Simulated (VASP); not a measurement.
A run of VASP 6.6.1 is set up as follows.

INCAR

```
SYSTEM = Te
ALGO = Normal ; EDIFF = 1E-6
ENCUT = 520 ; GGA = RE
ISIF = 2 ; ISMEAR = -1
LASPH = .True. ; LCHARG = .False.
LREAL = .False. ; LWAVE = .False.
NBANDS = 9 ; NELM = 60
PREC = Accurate ; SIGMA = 0.1
```

KPOINTS

```
k-points
0
Gamma
  11 11 11
  0 0 0
```

Contents of POSCAR:

```
Te
1.0
    3.1785619555      0.0000000000      0.0000000000
    0.0000000000      3.1785619555      0.0000000000
    0.0000000000      0.0000000000      3.1785619555
Te
1
Direct
    0.0000000000      0.0000000000      0.0000000000
```

Potentials or basis: VASP PAW PBE potentials, release 64 (Te).

The run is started by

```console
$ cat potpaw_PBE.64/Te/POTCAR > POTCAR
$ mpirun -np 1 vasp_std > vasp.out
```

(1) Estimate the pressure.

(2) Estimate the band gap on the k mesh.

Results:

(1) 2.0 GPa.

(2) zero (band 3 reaches 9.32 eV, above the bottom of band 4 at 3.81 eV).

Caveat: the PAW data sets were made with another functional, which shifts forces and pressure a little; spin-orbit coupling is left out, which moves the levels of the heavy elements.
